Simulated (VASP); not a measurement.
Write the native input for VASP 6.6.1 that does the following.

| Item | Value |
| --- | --- |
| Task | single point |
| Functional | LDA |
| Potentials or basis | VASP PAW LDA potentials, release 64 (Ca_sv, F) |
| Cutoff | 600 eV |
| k mesh | 6 × 6 × 6 |
| Occupations | gaussian, width 0.01 eV |
| Spin | no spin polarisation |
| Dipole correction | no |
| Further INCAR settings | ALGO = Normal; EDIFF = 1e-06; NBANDS = 19 |

The structure of CaF2 (Fluorite) lies in POSCAR:

```
CaF2
1.0
    0.0000000000      2.8019665862      2.8019665862
    2.8019665862      0.0000000000      2.8019665862
    2.8019665862      2.8019665862      0.0000000000
Ca F
1 2
Direct
    0.0000000000      0.0000000000      0.0000000000
    0.2500000000      0.2500000000      0.2500000000
    0.7500000000      0.7500000000      0.7500000000
```

One way to write it, as run:

INCAR

```
PREC     = Accurate       # precision mode
ENCUT    = 600            # plane-wave cutoff, eV
EDIFF    = 1E-6           # SCF threshold, eV
ISMEAR   = 0              # smearing method
SIGMA    = 0.01           # smearing width, eV
LREAL    = False          # projectors in reciprocal space
LASPH    = True           # aspherical terms in the spheres
NELM     = 120            # most SCF steps
ALGO     = Normal         # electronic algorithm
ISIF     = 2              # what is computed and relaxed
LWAVE    = False          # write WAVECAR
LCHARG   = False          # write CHGCAR
NBANDS   = 19             # bands
GGA_COMPAT= False
```

KPOINTS

```
regular mesh
0
Gamma
  6 6 6
```

Potentials or basis: VASP PAW LDA potentials, release 64 (Ca_sv, F).

Command:

```bash
$ cat potpaw_LDA.64/Ca_sv/POTCAR potpaw_LDA.64/F/POTCAR > POTCAR
$ mpirun -np 1 vasp_std > vasp.out
```

It gave:

```
Pressure               : -10.8 GPa
Band gap on the k mesh : 6.47 eV, indirect (least direct gap 6.72 eV)
```

Run time: 17 s on 1 thread of Intel Xeon 8259CL (shared host), peak memory 0.16 GiB.
